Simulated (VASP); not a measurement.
# Sc (I4_1/amd) in VASP: further runs

Sc is run at these levels: PBE; tasks: single point.

Everything below comes from runs of VASP 6.6.1. Logs are shortened: lines on timing, memory, paths and dates and some standing lists are left out, and cuts for length are marked.

### Step 1. The cell of the first run

It takes space group I4_1/amd (No. 141, tetragonal). Conventional cell: a = 4.135 Å, b = 4.135 Å, c = 2.607 Å, α = 90.00°, β = 90.00°, γ = 90.00°. Within 2.9 Å of Sc (site symmetry -4m2) lie 10 Sc at 2.17 to 2.85 Å.

### Step 2. Single point, PBE (volume scaled by 0.45)

The input, INCAR:

```
ALGO = Normal
EDIFF = 1E-7
ENCUT = 520
GGA = PE
ISIF = 2
ISMEAR = -1
LASPH = T
LCHARG = F
LREAL = F
LWAVE = F
NBANDS = 18
NELM = 80
PREC = Accurate
SIGMA = 0.08
```

The input, KPOINTS:

```
k-points
0
Gamma
  14 14 14
```

The input, POSCAR:

```
Sc
1.0
   -2.0675062665      2.0675062665      1.3034102814
    2.0675062665     -2.0675062665      1.3034102814
    2.0675062665      2.0675062665     -1.3034102814
Sc
2
Direct
   -0.3750000000     -0.1250000000     -0.2500000000
    0.3750000000      0.1250000000      0.2500000000
```

Potentials or basis: VASP PAW PBE potentials, release 64 (Sc_sv).

Run with:

```sh
$ cat potpaw_PBE.64/Sc_sv/POTCAR > POTCAR
$ mpirun -np 1 vasp_std > vasp.out
```

OUTCAR:

```text
EDIFF = 1E-7
   ENCUT = 520
   GGA = PE
   ISIF = 2
   ISMEAR = -1
   LASPH = T
   LREAL = F
   NELM = 80
   PREC = Accurate

 ion  position               nearest neighbor table
   1  0.625  0.875  0.750-   2 2.17   2 2.17   2 2.17   2 2.17   2 2.85   2 2.85   2 2.85   2 2.85

   2  0.375  0.125  0.250-   1 2.17   1 2.17   1 2.17   1 2.17   1 2.85   1 2.85   1 2.85   1 2.85

  LATTYP: Found a body centered tetragonal cell.
 ALAT       =     4.1350125330
 C/A-ratio  =     0.6304262785

  Lattice vectors:

 A1 = (  -2.0675062665,   2.0675062665,   1.3034102814)
 A2 = (   2.0675062665,  -2.0675062665,   1.3034102814)
 A3 = (   2.0675062665,   2.0675062665,  -1.3034102814)

Analysis of symmetry for initial positions (statically):
=====================================================================
 Subroutine PRICEL returns:
 Original cell was already a primitive cell.

 Routine SETGRP: Setting up the symmetry group for a
 body centered tetragonal supercell.

 Subroutine GETGRP returns: Found 16 space group operations
 (whereof  4 operations were pure point group operations)
 out of a pool of 16 trial point group operations.

The static configuration has the point symmetry C_2h.
 The point group associated with its full space group is D_4h.

Analysis of symmetry for dynamics (positions and initial velocities):
=====================================================================
 Subroutine PRICEL returns:
 Original cell was already a primitive cell.

 Routine SETGRP: Setting up the symmetry group for a
 body centered tetragonal supercell.

 Subroutine GETGRP returns: Found 16 space group operations
 (whereof  4 operations were pure point group operations)
 out of a pool of 16 trial point group operations.

The dynamic configuration has the point symmetry C_2h.
 The point group associated with its full space group is D_4h.

 Subroutine INISYM returns: Found 16 space group operations
 (whereof  4 operations are pure point group operations),
 and found     1 'primitive' translations

----------------------------------------------------------------------------------------

                                     Primitive cell

  volume of cell :      22.2861

  direct lattice vectors                    reciprocal lattice vectors
    -2.067506267  2.067506267  1.303410281     0.000000000  0.241837236  0.383609065
     2.067506267 -2.067506267  1.303410281     0.241837236  0.000000000  0.383609065
     2.067506267  2.067506267 -1.303410281     0.241837236  0.241837236  0.000000000

  length of vectors
     3.201256423  3.201256423  3.201256423     0.453476751  0.453476751  0.342009498

  position of ions in fractional coordinates (direct lattice)
     0.625000000  0.875000000  0.750000000
     0.375000000  0.125000000  0.250000000

  ion indices of the primitive-cell ions
   primitive index   ion index
                 1           1
                 2           2

----------------------------------------------------------------------------------------

 KPOINTS: k-points

Automatic generation of k-mesh.
 Grid dimensions read from file:
 generate k-points for:   14   14   14

 Generating k-lattice:

  Cartesian coordinates                     Fractional coordinates (reciprocal lattice)
     0.000000000  0.017274088  0.027400648     0.071428571  0.000000000  0.000000000
     0.017274088  0.000000000  0.027400648     0.000000000  0.071428571  0.000000000
     0.017274088  0.017274088  0.000000000     0.000000000  0.000000000  0.071428571

  Length of vectors
     0.032391196  0.032391196  0.024429250

  Shift w.r.t. Gamma in fractional coordinates (k-lattice)
     0.000000000  0.000000000  0.000000000

 Subroutine IBZKPT returns following result:
 ===========================================

 Found    244 irreducible k-points:

 Following reciprocal coordinates:
            Coordinates               Weight
  0.000000  0.000000  0.000000      1.000000
  0.071429  0.000000  0.000000      8.000000
  0.142857  0.000000 -0.000000      8.000000
  0.214286  0.000000 -0.000000      8.000000
  0.285714  0.000000 -0.000000      8.000000
  0.357143  0.000000  0.000000      8.000000
[... 16 lines left out ...]
  0.214286  0.142857 -0.000000     16.000000
  0.285714  0.142857 -0.000000     16.000000
 [... further k-points ...]
   k-points           NKPTS =    244   k-points in BZ     NKDIM =    244   number of bands    NBANDS=     18
   number of dos      NEDOS =    301   number of ions     NIONS =      2
   total plane-waves  NPLWV =  13824
   dimension x,y,z NGX =    24 NGY =   24 NGZ =   24
   dimension x,y,z NGXF=    48 NGYF=   48 NGZF=   48
   ions per type =               2
   NGX,Y,Z   is equivalent  to a cutoff of  12.46, 12.46, 12.46 a.u.
   NGXF,Y,Z  is equivalent  to a cutoff of  24.93, 24.93, 24.93 a.u.
 SYSTEM =  unknown system
   PREC   = accura    normal or accurate (medium, high low for compatibility)
   ISTART =      0    job   : 0-new  1-cont  2-samecut
   ICHARG =      2    charge: 1-file 2-atom 10-const
   ISPIN  =      1    spin polarized calculation?
   LNONCOLLINEAR =      F non collinear calculations
   LSORBIT =      F    spin-orbit coupling
   LASPH  =      T    aspherical Exc in radial PAW
   ENCUT  =  520.0 eV  38.22 Ry    6.18 a.u.   5.95  5.95  5.95*2*pi/ulx,y,z
   NELM   =     80;   NELMIN=  2; NELMDL= -5     # of ELM steps
   EDIFF  = 0.1E-06   stopping-criterion for ELM
   LREAL  =      F    real-space projection
   EDIFFG = 0.1E-05   stopping-criterion for IOM
   NSW    =      0    number of steps for IOM
   IBRION =     -1    ionic relax: 0-MD 1-quasi-New 2-CG
   NFREE  =      0    steps in history (QN), initial steepest desc. (CG)
   ISIF   =      2    stress and relaxation
   ISYM   =      2    0-nonsym 1-usesym 2-fastsym
   POTIM  = 0.5000    time-step for ionic-motion
   TEBEG  =    0.0;   TEEND  =   0.0 temperature during run
   PSTRESS=    0.0 pullay stress
   NELECT =      22.0000    total number of electrons
   NUPDOWN=      -1.0000    fix difference up-down
   EMIN   =  10.00;   EMAX   =-10.00  energy-range for DOS
   EFERMI =   0.00;   METHOD = LEGACY
   ISMEAR =    -1;   SIGMA  =   0.08  broadening in eV -4-tet -1-fermi 0-gaus
   EFERMI_NEDOS =   21; number of points for ismear=-14 and -15
   IALGO  =     38    algorithm
   IMIX   =      4    mixing-type and parameters
     AMIX     =   0.40;   BMIX     =  1.00
     AMIX_MAG =   1.60;   BMIX_MAG =  1.00
  volume/ion in A,a.u.               =      11.14        75.20
  Fermi-wavevector in a.u.,A,eV,Ry     =   1.630062  3.080371 36.152069  2.657102
  Thomas-Fermi vector in A             =   2.722425
   LORBIT       =      0    0 simple, 1 ext, 2 COOP (PROOUT), +10 PAW based schemes
   GGA     = PE    functional components
   LHFCALC =     F    Hartree Fock is set to
   AEXX    =    0.0000 exact exchange contribution
   IVDW    =     0    specifies the selected vdW correction
   LEPSILON=     F    determine dielectric tensor
   LRPA    =     F    only Hartree local field effects (RPA)
 non-spin polarized calculation
  energy-cutoff  :      520.00
  volume of cell :       22.29
 maximum number of plane-waves:       621
   NGX = 11   NGY = 11   NGZ = 11

 number of electron      21.9999993 magnetization

 Free energy of the ion-electron system (eV)
  ---------------------------------------------------
  ext. energy  EPLUGINS =         0.00000000
  ---------------------------------------------------
  free energy    TOTEN  =        -5.85943839 eV

  energy without entropy =       -5.83297318  energy(sigma->0) =       -5.84620579

 E-fermi :   9.6025     XC(G=0): -13.6139

 val. band max:        9.5858518326   @ k =  -0.4286   0.2857   0.0714
 cond. band min:       9.6055060296   @ k =  -0.1429  -0.2857   0.0714
 fundamental gap:      0.0196541970
 Fermi energy:         9.6024572393

 k-point     1 :       0.0000    0.0000    0.0000
  band No.  band energies     occupation
      1     -39.9183      2.00000
      2     -37.1760      2.00000
      3     -19.3310      2.00000
      4     -19.3310      2.00000
      5     -16.3026      2.00000
      6     -16.1940      2.00000
[... 10 lines left out ...]
     17      13.6633      0.00000
     18      18.9615      0.00000

 k-point     2 :       0.0714    0.0000    0.0000
  band No.  band energies     occupation
      1     -39.8772      2.00000
      2     -37.1946      2.00000
      3     -19.3374      2.00000
      4     -19.2735      2.00000
      5     -16.3998      2.00000
      6     -16.2973      2.00000
[... 10 lines left out ...]
     17      14.6153      0.00000
     18      18.8614      0.00000

 k-point     3 :       0.1429    0.0000   -0.0000
  band No.  band energies     occupation
      1     -39.7588      2.00000
      2     -37.2488      2.00000
      3     -19.3545      2.00000
      4     -19.1186      2.00000
      5     -16.7050      2.00000
      6     -16.5447      2.00000
[... 10 lines left out ...]
     17      15.2210      0.00000
     18      18.5746      0.00000

 k-point     4 :       0.2143    0.0000   -0.0000
  band No.  band energies     occupation
      1     -39.5772      2.00000
      2     -37.3348      2.00000
      3     -19.3779      2.00000
      4     -18.9249      2.00000
      5     -17.1835      2.00000
      6     -16.8044      2.00000
[... 375 lines left out ...]
      4     -19.1056      2.00000
      5     -17.3600      2.00000
      6     -17.2569      2.00000
[... 10 lines left out ...]
     17      15.4767      0.00000
     18      17.9374      0.00000

 k-point    23 :       0.2143    0.1429   -0.0000
  band No.  band energies     occupation
      1     -39.2449      2.00000
      2     -37.4461      2.00000
      3     -19.3181      2.00000
      4     -19.0148      2.00000
      5     -17.6837      2.00000
      6     -17.4710      2.00000
[... 10 lines left out ...]
     17      16.2527      0.00000
     18      17.3529      0.00000

 k-point    24 :       0.2857    0.1429   -0.0000
  band No.  band energies     occupation
      1     -39.0392      2.00000
      2     -37.5818      2.00000
      3     -19.4560      2.00000
      4     -18.9704      2.00000
      5     -17.9650      2.00000
      6     -17.4381      2.00000
[... 10 lines left out ...]
     17      16.7128      0.00000
     18      17.5449      0.00000

 [... further k-points ...]
[... 5 lines left out ...]
  --------------------------------------------------------------------------------------
  -------------------------------------------------------------------------------------
  Total       17.1526075     17.1526075     16.7816387      0.0000000     -0.0000000      0.0000000
  in kB     1233.1216715   1233.1216715   1206.4522743      0.0000000     -0.0000000      0.0000000
  external PRESSURE =    1224.2318725 kB  Pullay stress =       0.0000000 kB

 VOLUME and BASIS-vectors are now :
 -----------------------------------------------------------------------------
  energy-cutoff  :      520.00
  volume of cell :       22.29
      direct lattice vectors                 reciprocal lattice vectors
    -2.067506267  2.067506267  1.303410281     0.000000000  0.241837236  0.383609065
     2.067506267 -2.067506267  1.303410281     0.241837236  0.000000000  0.383609065
     2.067506267  2.067506267 -1.303410281     0.241837236  0.241837236  0.000000000

 POSITION                                       TOTAL-FORCE (eV/Angst)
 -----------------------------------------------------------------------------------
      2.06751      1.03375      0.97756         0.000000     -0.000000      0.000000
      0.00000      1.03375      0.32585        -0.000000      0.000000     -0.000000
 -----------------------------------------------------------------------------------
    total drift:                               -0.000000      0.000000      0.000000

  FREE ENERGIE OF THE ION-ELECTRON SYSTEM (eV)
  ---------------------------------------------------
  free  energy   TOTEN  =        -5.8594383890 eV

  energy  without entropy=       -5.8329731847  energy(sigma->0) =       -5.84620579
```

It took 28 s on 1 thread of Intel Xeon 6975P-C (Granite Rapids), shared host; peak memory 0.2 GiB.

Results:

* Free energy: -5.8594 eV
* Pressure: 122.4 GPa
* Band gap on the k mesh: zero (band 11 reaches 11.75 eV, above the bottom of band 12 at 8.71 eV)

Stress tensor (GPa, compression positive):
```
123.31   0.00   0.00
  0.00 123.31   0.00
  0.00   0.00 120.65
```

Levels at points of the mesh, in eV from the Fermi level:
```csv
k point,band 8,band 9,band 10,band 11,band 12,band 13,band 14,band 15
"(0.00, 0.00, 0.00)",-24.93,-5.11,-4.52,-0.68,0.09,1.92,3.62,3.62
"(0.50, 0.00, 0.00)",-24.89,-3.42,-2.67,-0.77,1.25,2.71,4.37,4.48
"(0.50, 0.50, 0.00)",-25.36,-2.54,-2.54,0.32,0.32,2.15,2.15,5.28
"(0.50, 0.50, 0.50)",-24.28,-1.63,-1.63,2.15,2.15,3.35,3.35,4.60
```

Caveat: the cell differs from its parent crystal (volume scaled by 0.45).

### Step 3. Single point, PBE

This run uses another cell than the first one, of 13.62 Å³/atom, 1.222 times its volume.

The input, INCAR:

```
  PREC = Accurate
  ENCUT = 520
  EDIFF = 1E-6
  ISMEAR = -1
  SIGMA = 0.08
  LREAL = False
  LASPH = True
  NELM = 60
  ALGO = Normal
  ISIF = 2
  LWAVE = False
  LCHARG = True
  GGA = PE
  LELF = True
  LVHAR = True
  NBANDS = 18
```

The input, KPOINTS:

```
Automatic mesh
0
Gamma
  14 14 14
```

The input, POSCAR:

```
Sc
1.0
   -2.2332106334      2.2332106334      1.3654179664
    2.2332106334     -2.2332106334      1.3654179664
    2.2332106334      2.2332106334     -1.3654179664
Sc
2
Direct
   -0.3750000000     -0.1250000000     -0.2500000000
    0.3750000000      0.1250000000      0.2500000000
```

Potentials or basis: VASP PAW PBE potentials, release 64 (Sc_sv).

Run with:

```sh
$ cat potpaw_PBE.64/Sc_sv/POTCAR > POTCAR
$ mpirun -np 1 vasp_std > vasp.out
```

Wall time 54 s (1 thread of Intel Xeon 6975P-C (Granite Rapids), shared host); peak memory 0.23 GiB.

Results (log left out):

- Free energy: -8.6815 eV
- Pressure: 66.2 GPa
- Band gap on the k mesh: zero (band 11 reaches 9.39 eV, above the bottom of band 12 at 6.60 eV)

Stress tensor (GPa, compression positive):
```
66.51  0.00  0.00
 0.00 66.51  0.00
 0.00  0.00 65.52
```

Levels at points of the mesh, in eV from the Fermi level:
```
           k point  band 7  band 8  band 9  band 10  band 11  band 12  band 13  band 14  band 15  band 16
(0.00, 0.00, 0.00)  -25.87  -25.87   -5.10    -3.89    -0.44     0.26     1.60     3.58     3.58     3.81
(0.50, 0.00, 0.00)  -26.48  -25.81   -2.66    -2.30    -0.69     0.85     2.47     2.97     3.50     4.55
(0.50, 0.50, 0.00)  -26.04  -26.04   -2.31    -2.31     0.16     0.16     1.85     1.85     4.07     4.07
(0.50, 0.50, 0.50)  -25.49  -25.49   -1.51    -1.51     1.60     1.60     2.29     2.29     4.03     4.03
```

(Continued in part 2 of 2.)
